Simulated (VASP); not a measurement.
System: Co, a slab with vacuum.

```
Co
1.0
     2.47056    0.00000    0.00000
    -1.23528    2.13957    0.00000
     0.00000    0.00000   27.13235
Co
7
Direct
  0.33333 0.66667 0.27642
  0.00000 0.00000 0.35095
  0.66667 0.33333 0.42547
  0.00000 0.00000 0.50000
  0.33333 0.66667 0.57453
  0.00000 0.00000 0.64905
  0.66667 0.33333 0.72358
```

Base run:

- Program: VASP 6.6.1
- Functional: BLYP
- Potentials or basis: VASP PAW PBE potentials, release 64 (Co)
- Cutoff: 520 eV
- k mesh: 12 × 12 × 1
- Occupations: fermi-dirac, width 0.05 eV
- Spin: collinear spin, ferromagnetic start
- Starting moments: [2.0, 2.0, 2.0, 2.0, 2.0, 2.0, 2.0] μB

Its results: net moment 11.51 μB per cell; site moments Co +1.72, +1.65, +1.62, +1.60 (each value once) μB; largest force 0.324 eV/Å.

Question: The run is repeated on the same cell with these changes: functional from BLYP to revPBE; further incar settings from ALGO = Normal; EDIFF = 1e-07; NBANDS = 44 to ALGO = Normal; EDIFF = 1e-06; NBANDS = 44. What comes out?

Answer: Net moment 11.88 μB per cell; site moments Co +1.78, +1.71, +1.69, +1.67 (each value once) μB; largest force 0.366 eV/Å.

Caveats: the PAW data sets were made with another functional, which shifts forces and pressure a little.
